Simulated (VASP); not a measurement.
# TaN (P1) in VASP: a series of runs

The runs below take TaN through electric field gradients, with PBE.

All numbers are computed with VASP 6.6.1; they aren't measurements. Logs are shortened: lines on timing, memory, paths and dates and some standing lists are left out, and cuts for length are marked.

## Step 1: The cell of the first run

The typed cell holds 2 atoms: a = 2.939 Å, b = 2.976 Å, c = 2.884 Å, α = 90.62°, β = 91.71°, γ = 121.27°.

## Step 2: Electric field gradients, PBE (equal xy, yz and zx shear strains of -3 %)

INCAR reads:

```
SYSTEM = TaN
  PREC = Accurate
  ENCUT = 520
  EDIFF = 1E-8
  ISMEAR = -1
  SIGMA = 0.02
  LREAL = .False.
  LASPH = .True.
  NELM = 100
  ALGO = Normal
  ISIF = 2
  LWAVE = .False.
  LCHARG = .False.
  GGA = PE
  LEFG = .True.
  NBANDS = 15
```

KPOINTS reads:

```
regular mesh
0
Gamma
  12 12 10
  0 0 0
```

POSCAR reads:

```
TaN
1.0
    2.9379988584     -0.0440699829     -0.0440699829
   -1.5071651539      2.5664166391     -0.0161307333
   -0.0432450000     -0.0432450000      2.8830000000
Ta N
1 1
Direct
    0.3333333333      0.6666666667      0.5000000000
    0.0000000000      0.0000000000      0.0000000000
```

Potentials or basis: VASP PAW PBE potentials, release 64 (Ta_pv, N).

On the command line:

```sh
cat potpaw_PBE.64/Ta_pv/POTCAR potpaw_PBE.64/N/POTCAR > POTCAR
mpirun -np 1 vasp_std > vasp.out
```

OUTCAR:

```text
SYSTEM = TaN
   PREC = Accurate
   ENCUT = 520
   EDIFF = 1E-8
   ISMEAR = -1
   LREAL = .False.
   LASPH = .True.
   NELM = 100
   ISIF = 2
   GGA = PE

 ion  position               nearest neighbor table
   1  0.333  0.667  0.500-   2 2.16   2 2.19   2 2.23   2 2.25   2 2.25   2 2.26
   2  0.000  0.000  0.000-   1 2.16   1 2.19   1 2.23   1 2.25   1 2.25   1 2.26

  LATTYP: Found a triclinic cell.
 ALAT       =     2.9762898661
 B/A-ratio  =     1.7101520239
 C/A-ratio  =     1.4037559066
 COS(alpha) =     0.0003918690
 COS(beta)  =     0.3577134416
 COS(gamma) =     0.8697686736

  Lattice vectors:

 A1 = (   1.5071651539,  -2.5664166391,   0.0161307333)
 A2 = (   0.0763314494,  -5.0887632953,   0.0763314495)
 A3 = (   2.9812438584,  -0.0008249829,  -2.9270699829)

Analysis of symmetry for initial positions (statically):
=====================================================================
 Subroutine PRICEL returns:
 Original cell was already a primitive cell.

 Routine SETGRP: Setting up the symmetry group for a
 triclinic supercell.

 Subroutine GETGRP returns: Found  1 space group operations
 (whereof  1 operations were pure point group operations)
 out of a pool of  2 trial point group operations.

The static configuration has the point symmetry C_1 .

Analysis of symmetry for dynamics (positions and initial velocities):
=====================================================================
 Subroutine PRICEL returns:
 Original cell was already a primitive cell.

 Routine SETGRP: Setting up the symmetry group for a
 triclinic supercell.

 Subroutine GETGRP returns: Found  1 space group operations
 (whereof  1 operations were pure point group operations)
 out of a pool of  2 trial point group operations.

The dynamic configuration has the point symmetry C_1 .

 Subroutine INISYM returns: Found  1 space group operations
 (whereof  1 operations are pure point group operations),
 and found     1 'primitive' translations

----------------------------------------------------------------------------------------

                                     Primitive cell

  volume of cell :      21.5369

  direct lattice vectors                    reciprocal lattice vectors
     2.937998858 -0.044069983 -0.044069983     0.343517225  0.201786852  0.008179561
    -1.507165154  2.566416639 -0.016130733     0.005987854  0.393202436  0.005987854
    -0.043245000 -0.043245000  2.883000000     0.005284560  0.005284560  0.347019446

  length of vectors
     2.938659834  2.976289866  2.883648602     0.398483278  0.393293611  0.347099912

  position of ions in fractional coordinates (direct lattice)
     0.333333333  0.666666667  0.500000000
     0.000000000  0.000000000  0.000000000

  ion indices of the primitive-cell ions
   primitive index   ion index
                 1           1
                 2           2

----------------------------------------------------------------------------------------

 KPOINTS: regular mesh

Automatic generation of k-mesh.
 Grid dimensions read from file:
 generate k-points for:   12   12   10

 Generating k-lattice:

  Cartesian coordinates                     Fractional coordinates (reciprocal lattice)
     0.028626435  0.016815571  0.000681630     0.083333333 -0.000000000  0.000000000
     0.000498988  0.032766870  0.000498988    -0.000000000  0.083333333  0.000000000
     0.000528456  0.000528456  0.034701945     0.000000000 -0.000000000  0.100000000

  Length of vectors
     0.033206940  0.032774468  0.034709991

  Shift w.r.t. Gamma in fractional coordinates (k-lattice)
     0.000000000  0.000000000  0.000000000

 Subroutine IBZKPT returns following result:
[... 38 lines left out ...]
   NGXF,Y,Z  is equivalent  to a cutoff of  27.15, 26.81, 27.67 a.u.
 SYSTEM =  TaN
   PREC   = accura    normal or accurate (medium, high low for compatibility)
   ISTART =      0    job   : 0-new  1-cont  2-samecut
   ICHARG =      2    charge: 1-file 2-atom 10-const
   ISPIN  =      1    spin polarized calculation?
   LNONCOLLINEAR =      F non collinear calculations
   LSORBIT =      F    spin-orbit coupling
   LASPH  =      T    aspherical Exc in radial PAW
   ENCUT  =  520.0 eV  38.22 Ry    6.18 a.u.   5.46  5.53  5.36*2*pi/ulx,y,z
   NELM   =    100;   NELMIN=  2; NELMDL= -5     # of ELM steps
   EDIFF  = 0.1E-07   stopping-criterion for ELM
   LREAL  =      F    real-space projection
   EDIFFG = 0.1E-06   stopping-criterion for IOM
   NSW    =      0    number of steps for IOM
   IBRION =     -1    ionic relax: 0-MD 1-quasi-New 2-CG
   NFREE  =      0    steps in history (QN), initial steepest desc. (CG)
   ISIF   =      2    stress and relaxation
   ISYM   =      2    0-nonsym 1-usesym 2-fastsym
   POTIM  = 0.5000    time-step for ionic-motion
   TEBEG  =    0.0;   TEEND  =   0.0 temperature during run
   PSTRESS=    0.0 pullay stress
   NELECT =      16.0000    total number of electrons
   NUPDOWN=      -1.0000    fix difference up-down
   EMIN   =  10.00;   EMAX   =-10.00  energy-range for DOS
   EFERMI =   0.00;   METHOD = LEGACY
   ISMEAR =    -1;   SIGMA  =   0.02  broadening in eV -4-tet -1-fermi 0-gaus
   EFERMI_NEDOS =   21; number of points for ismear=-14 and -15
   IALGO  =     38    algorithm
   IMIX   =      4    mixing-type and parameters
     AMIX     =   0.40;   BMIX     =  1.00
     AMIX_MAG =   1.60;   BMIX_MAG =  1.00
  volume/ion in A,a.u.               =      10.77        72.67
  Fermi-wavevector in a.u.,A,eV,Ry     =   1.482703  2.801902 29.911143  2.198407
  Thomas-Fermi vector in A             =   2.596456
   LORBIT       =      0    0 simple, 1 ext, 2 COOP (PROOUT), +10 PAW based schemes
   GGA     = PE    functional components
   LHFCALC =     F    Hartree Fock is set to
   AEXX    =    0.0000 exact exchange contribution
   IVDW    =     0    specifies the selected vdW correction
   LEPSILON=     F    determine dielectric tensor
   LRPA    =     F    only Hartree local field effects (RPA)
 non-spin polarized calculation
  energy-cutoff  :      520.00
  volume of cell :       21.54
 maximum number of plane-waves:       596
 NGX is ok and might be reduce to    24
   NGX = 11   NGY = 11   NGZ = 11

 number of electron      16.0000000 magnetization

 Free energy of the ion-electron system (eV)
  ---------------------------------------------------
  ext. energy  EPLUGINS =         0.00000000
  ---------------------------------------------------
  free energy    TOTEN  =       -22.39469241 eV

  energy without entropy =      -22.39460486  energy(sigma->0) =      -22.39464863

 E-fermi :   8.2717     XC(G=0): -13.3479

 val. band max:        8.2598712912   @ k =  -0.0833   0.0000   0.4000
 cond. band min:       8.2791319901   @ k =   0.0833  -0.0000   0.4000
 fundamental gap:      0.0192606989
 Fermi energy:         8.2716873314

 k-point     1 :       0.0000    0.0000    0.0000
  band No.  band energies     occupation
      1     -26.5825      2.00000
      2     -26.3487      2.00000
      3     -26.2830      2.00000
      4      -9.5246      2.00000
      5       3.4908      2.00000
      6       3.8334      2.00000
      7       4.1081      2.00000
      8       5.3403      2.00000
      9      10.3778      0.00000
     10      11.5199      0.00000
     11      11.8395      0.00000
     12      12.4271      0.00000
     13      12.5790      0.00000
     14      21.4125      0.00000
[... 401 lines left out ...]
      2     -26.7139      2.00000
      3     -26.4343      2.00000
      4      -7.1659      2.00000
      5       0.3697      2.00000
      6       3.1323      2.00000
      7       3.6496      2.00000
      8       6.4788      2.00000
      9      10.0387      0.00000
     10      10.4182      0.00000
     11      12.8835      0.00000
     12      14.6942      0.00000
     13      17.4926      0.00000
     14      21.1171      0.00000
     15      21.6602      0.00000

 [... further k-points ...]

------------------------ aborting loop because EDIFF is reached ----------------------------------------

  FORCE on cell =-STRESS in cart. coord.  units (eV):
  Direction    XX          YY          ZZ          XY          YZ          ZX
  --------------------------------------------------------------------------------------
  -------------------------------------------------------------------------------------
  Total        0.7653004      0.8382929      0.9811623      0.9772506      1.0416906      1.0440048
  in kB       56.9324896     62.3625759     72.9909650     72.6999643     77.4938047     77.6659611
  external PRESSURE =      64.0953435 kB  Pullay stress =       0.0000000 kB

 VOLUME and BASIS-vectors are now :
 -----------------------------------------------------------------------------
  energy-cutoff  :      520.00
  volume of cell :       21.54
      direct lattice vectors                 reciprocal lattice vectors
     2.937998858 -0.044069983 -0.044069983     0.343517225  0.201786852  0.008179561
    -1.507165154  2.566416639 -0.016130733     0.005987854  0.393202436  0.005987854
    -0.043245000 -0.043245000  2.883000000     0.005284560  0.005284560  0.347019446

 POSITION                                       TOTAL-FORCE (eV/Angst)
 -----------------------------------------------------------------------------------
     -0.04707      1.67463      1.41606        -0.107156     -0.006487     -0.050904
      0.00000      0.00000      0.00000         0.107156      0.006487      0.050904
 -----------------------------------------------------------------------------------
    total drift:                                0.000031      0.000018      0.000119

  FREE ENERGIE OF THE ION-ELECTRON SYSTEM (eV)
  ---------------------------------------------------
  free  energy   TOTEN  =       -22.3946924091 eV

  energy  without entropy=      -22.3946048571  energy(sigma->0) =      -22.39464863

 Electric field gradients (V/A^2)
---------------------------------------------------------------------
 ion       V_xx      V_yy      V_zz      V_xy      V_xz      V_yz
---------------------------------------------------------------------
   1      -9.757    -9.085    18.843   -39.063   -66.480   -66.560
   2      -0.291    -0.403     0.694    -2.700    -3.864    -3.858
---------------------------------------------------------------------

 Electric field gradients after diagonalization (V/A^2)
 (convention: |V_zz| > |V_xx| > |V_yy|)
----------------------------------------------------------------------
 ion       V_xx      V_yy      V_zz     asymmetry (V_yy - V_xx)/ V_zz
----------------------------------------------------------------------
   1      85.095    29.641  -114.737       0.483
   2       4.596     2.353    -6.949       0.323
----------------------------------------------------------------------

           NMR quadrupolar parameters

 Cq : quadrupolar parameter    Cq=e*Q*V_zz/h
 eta: asymmetry parameters     (V_yy - V_xx)/ V_zz
 Q  : nuclear electric quadrupole moment in mb (millibarn)
----------------------------------------------------------------------
 ion       Cq(MHz)       eta       Q (mb)
----------------------------------------------------------------------
   1      -0.277       0.483       1.000
   2      -0.017       0.323       1.000
----------------------------------------------------------------------
```

Run time: 1.9 min. Hardware: 1 thread of Intel Xeon 6975P-C, shared host; peak memory 0.35 GiB.

Results:

```yaml
Free_energy: -22.3947 eV
Pressure: 6.4 GPa
Largest_force: 0.119 eV/Å
Band_gap_on_the_k_mesh: zero (band 8 reaches 8.45 eV, above the bottom of band 9 at 8.22 eV)
```

Forces in eV/Å, atoms in the order of the input:
```
Ta  -0.107 -0.006 -0.051
N    0.107  0.006  0.051
```

Stress tensor (GPa, compression positive):
```
5.69 7.27 7.77
7.27 6.24 7.75
7.77 7.75 7.30
```

Electric field gradients, principal values (V/Å²):
```
atom   least  middle  greatest (by size)
1 Ta  29.641  85.095            -114.737
 2 N   2.353   4.596              -6.949
```

Caveat: the cell differs from its parent crystal (equal xy, yz and zx shear strains of -3 %); without QUAD_EFG the Cq values of the log hold for a quadrupole moment of 1 mb, not for the nuclei; spin-orbit coupling is left out, which moves the levels of the heavy elements.

## Step 3: Electric field gradients, PBE (equal xy, yz and zx shear strains of -3 %)

INCAR reads:

```
  PREC = Accurate
  ENCUT = 520
  EDIFF = 1E-8
  ISMEAR = -1
  SIGMA = 0.02
  LREAL = False
  LASPH = True
  NELM = 80
  ALGO = Normal
  ISIF = 2
  LWAVE = False
  LCHARG = False
  GGA = PE
  LEFG = True
  NBANDS = 15
```

KPOINTS reads:

```
regular mesh
0
Gamma
  12 12 10
```

POSCAR is that of step 2.

Potentials or basis: VASP PAW PBE potentials, release 64 (Ta_pv, N).

On the command line:

```sh
cat potpaw_PBE.64/Ta_pv/POTCAR potpaw_PBE.64/N/POTCAR > POTCAR
mpirun -np 1 vasp_std > vasp.out
```

OUTCAR:

```text
PREC = Accurate
   ENCUT = 520
   EDIFF = 1E-8
   ISMEAR = -1
   LREAL = False
   LASPH = True
   NELM = 80
   ISIF = 2
   GGA = PE

 ion  position               nearest neighbor table
   1  0.333  0.667  0.500-   2 2.16   2 2.19   2 2.23   2 2.25   2 2.25   2 2.26
   2  0.000  0.000  0.000-   1 2.16   1 2.19   1 2.23   1 2.25   1 2.25   1 2.26

  LATTYP: Found a triclinic cell.
 ALAT       =     2.9762898661
 B/A-ratio  =     1.7101520239
 C/A-ratio  =     1.4037559066
 COS(alpha) =     0.0003918690
 COS(beta)  =     0.3577134416
 COS(gamma) =     0.8697686736

[... 648 lines left out ...]
  ---------------------------------------------------
  free  energy   TOTEN  =       -22.3946924091 eV

  energy  without entropy=      -22.3946048571  energy(sigma->0) =      -22.39464863

 Electric field gradients (V/A^2)
---------------------------------------------------------------------
 ion       V_xx      V_yy      V_zz      V_xy      V_xz      V_yz
---------------------------------------------------------------------
   1      -9.757    -9.085    18.843   -39.063   -66.480   -66.560
   2      -0.291    -0.403     0.694    -2.700    -3.864    -3.858
---------------------------------------------------------------------

 Electric field gradients after diagonalization (V/A^2)
 (convention: |V_zz| > |V_xx| > |V_yy|)
----------------------------------------------------------------------
 ion       V_xx      V_yy      V_zz     asymmetry (V_yy - V_xx)/ V_zz
----------------------------------------------------------------------
   1      85.095    29.641  -114.737       0.483
   2       4.596     2.353    -6.949       0.323
----------------------------------------------------------------------

           NMR quadrupolar parameters

 Cq : quadrupolar parameter    Cq=e*Q*V_zz/h
 eta: asymmetry parameters     (V_yy - V_xx)/ V_zz
 Q  : nuclear electric quadrupole moment in mb (millibarn)
----------------------------------------------------------------------
 ion       Cq(MHz)       eta       Q (mb)
----------------------------------------------------------------------
   1      -0.277       0.483       1.000
   2      -0.017       0.323       1.000
----------------------------------------------------------------------
```

OSZICAR:

```text
N       E                     dE             d eps       ncg     rms          rms(c)
DAV:   1     0.908955027624E+02    0.90896E+02   -0.87514E+03 21736   0.113E+03
DAV:   2    -0.220803252325E+02   -0.11298E+03   -0.10626E+03 26256   0.306E+02
DAV:   3    -0.249309092904E+02   -0.28506E+01   -0.28374E+01 24590   0.452E+01
DAV:   4    -0.249427395391E+02   -0.11830E-01   -0.11827E-01 28398   0.315E+00
DAV:   5    -0.249428126117E+02   -0.73073E-04   -0.73068E-04 25073   0.232E-01    0.236E+01
DAV:   6    -0.224758179404E+02    0.24670E+01   -0.40390E+00 28664   0.238E+01    0.992E+00
DAV:   7    -0.224228425714E+02    0.52975E-01   -0.60906E-01 23911   0.621E+00    0.700E+00
DAV:   8    -0.224037910683E+02    0.19052E-01   -0.15892E-01 27432   0.340E+00    0.170E+00
DAV:   9    -0.223946900898E+02    0.91010E-02   -0.18134E-02 23953   0.113E+00    0.179E-01
DAV:  10    -0.223947653233E+02   -0.75234E-04   -0.13125E-03 26711   0.401E-01    0.929E-02
DAV:  11    -0.223946930888E+02    0.72235E-04   -0.95523E-05 25598   0.103E-01    0.126E-02
DAV:  12    -0.223946926525E+02    0.43622E-06   -0.12340E-05 24702   0.321E-02    0.406E-03
DAV:  13    -0.223946925284E+02    0.12417E-06   -0.91685E-08 26795   0.299E-03    0.295E-03
DAV:  14    -0.223946924089E+02    0.11951E-06   -0.25354E-08 26641   0.149E-03    0.277E-04
DAV:  15    -0.223946924091E+02   -0.25670E-09   -0.87752E-10 11343   0.302E-04
   1 F= -.22394692E+02 E0= -.22394649E+02  d E =-.875521E-04
```

stdout:

```text
POSCAR found type information on POSCAR TaN
 POSCAR found :  2 types and       2 ions
 scaLAPACK will be used
 LDA part: xc-table for (Slater+PW92), standard interpolation
 POSCAR, INCAR and KPOINTS ok, starting setup
 FFT: planning ... GRIDC
 FFT: planning ... GRID_SOFT
 FFT: planning ... GRID
 WAVECAR not read
 entering main loop
ion   1
     0.0000657     0.6757640     1.0247507    -0.4234684     1.0251970    -0.0081875
     0.0000905     0.6757640     1.0247507    -0.4234684     1.0251970    -0.0081875
     0.0001247     0.6757640     1.0247507    -0.4234685     1.0251970    -0.0081875
     0.0001717     0.6757641     1.0247507    -0.4234685     1.0251970    -0.0081875

     0.0000657    36.2547501    61.5815948   -14.6741141    61.5101106     0.2982404
     0.0000905    36.2451342    61.5592547   -14.7016343    61.4878081     0.2978983
     0.0001247    36.2306316    61.5251850   -14.7451610    61.4537965     0.2973671
     0.0001717    36.2088640    61.4734527   -14.8136856    61.4021537     0.2965457

ion   2
     0.0000281     1.2298791     1.9453865     0.5726052     1.9488690    -0.0213913
     0.0000381     1.2298791     1.9453865     0.5726052     1.9488690    -0.0213913
     0.0000517     1.2298791     1.9453865     0.5726052     1.9488690    -0.0213913
     0.0000701     1.2298791     1.9453864     0.5726052     1.9488690    -0.0213913

     0.0000281     2.6756386     4.0091110     0.4862612     4.0170995    -0.0479269
     0.0000381     2.6756383     4.0091106     0.4862612     4.0170991    -0.0479269
     0.0000517     2.6756379     4.0091100     0.4862613     4.0170985    -0.0479269
     0.0000701     2.6756371     4.0091089     0.4862613     4.0170974    -0.0479269
```

Wall time 2 min (1 thread of Intel Xeon 6975P-C, shared host); peak memory 0.35 GiB.

What came out:

| Item | Value |
| --- | --- |
| Free energy | -22.3947 eV |
| Pressure | 6.4 GPa |
| Largest force | 0.119 eV/Å |
| Band gap on the k mesh | zero (band 8 reaches 8.45 eV, above the bottom of band 9 at 8.22 eV) |

Forces in eV/Å, atoms in the order of the input:
```
Ta  -0.107 -0.006 -0.051
N    0.107  0.006  0.051
```

Levels at points of the mesh, in eV from the Fermi level:
```
           k point  band 5  band 6  band 7  band 8  band 9  band 10  band 11  band 12
(0.00, 0.00, 0.00)   -4.78   -4.44   -4.16   -2.93    2.11     3.25     3.57     4.16
(0.50, 0.00, 0.00)   -8.25   -5.23   -3.41   -3.32    2.85     3.97     5.13     5.36
(0.00, 0.50, 0.00)   -8.30   -5.22   -3.46   -3.19    2.88     4.07     5.16     5.38
(0.50, 0.50, 0.00)   -8.34   -5.21   -3.52   -3.07    2.92     4.23     5.11     5.44
(0.00, 0.00, 0.50)   -9.36   -3.83   -3.71   -0.39    0.20     2.34     3.16     3.56
(0.50, 0.00, 0.50)   -7.36   -6.22   -5.88   -0.19    4.11     5.39     6.09     7.13
(0.00, 0.50, 0.50)   -7.33   -6.21   -5.69   -0.35    4.15     5.25     6.08     7.05
(0.50, 0.50, 0.50)   -7.32   -6.18   -5.51   -0.52    4.19     5.24     5.98     7.02
```

Electric field gradients, principal values (V/Å²):
| atom | least | middle | greatest (by size) |
| --- | --- | --- | --- |
| 1 Ta | 29.641 | 85.095 | -114.737 |
| 2 N | 2.353 | 4.596 | -6.949 |

Caveat: the cell differs from its parent crystal (equal xy, yz and zx shear strains of -3 %); without QUAD_EFG the Cq values of the log hold for a quadrupole moment of 1 mb, not for the nuclei; spin-orbit coupling is left out, which moves the levels of the heavy elements.

[end of part 1 of 2]
